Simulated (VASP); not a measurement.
# Br: single point with PBE

Crystal: Br.

```
CELL_PARAMETERS angstrom
3.38552 -2.33793 0.00000
3.38552 2.33793 0.00000
0.00000 0.00000 8.75993
ATOMIC_POSITIONS crystal
Br 0.36510 0.63490 0.39010
Br 0.13490 0.86510 0.89010
Br 0.63490 0.36510 0.60990
Br 0.86510 0.13490 0.10990
```

| Quantity | Value |
| --- | --- |
| Program | VASP 6.6.1 |
| Task | single point |
| Functional | PBE |
| Potentials or basis | VASP PAW PBE potentials, release 64 (Br) |
| Cutoff | 520 eV |
| k mesh | 7 × 7 × 3 |
| Occupations | fermi-dirac, width 0.05 eV |
| Spin | no spin polarisation |

The pressure is 1.3 GPa. The largest force is 0.659 eV/Å and the band gap on the k mesh is 1.84 eV (least direct gap 1.86 eV).

Forces on the atoms (eV/Å):
```
Br   0.000  0.294 -0.590
Br   0.000 -0.294 -0.590
Br   0.000 -0.294  0.590
Br   0.000  0.294  0.590
```

Stress tensor (GPa, compression positive):
```
1.08 0.00 0.00
0.00 0.74 0.00
0.00 0.00 1.94
```

Levels at points of the mesh, in eV from the valence-band top:
| k point | band 11 | band 12 | band 13 | band 14 | band 15 | band 16 | band 17 | band 18 |
| --- | --- | --- | --- | --- | --- | --- | --- | --- |
| (0.00, 0.00, 0.00) | -0.89 | -0.32 | -0.06 | -0.02 | 1.84 | 2.58 | 5.99 | 6.72 |

Wall time 2.9 min on 1 thread of Oxide Virtual Turin-like Processor, with other jobs on the host, peak memory 0.22 GiB.

Caveat: this functional lacks dispersion, which holds the molecules together, so the pressure and a relaxed volume are unreliable. A k mesh can miss the band edges.
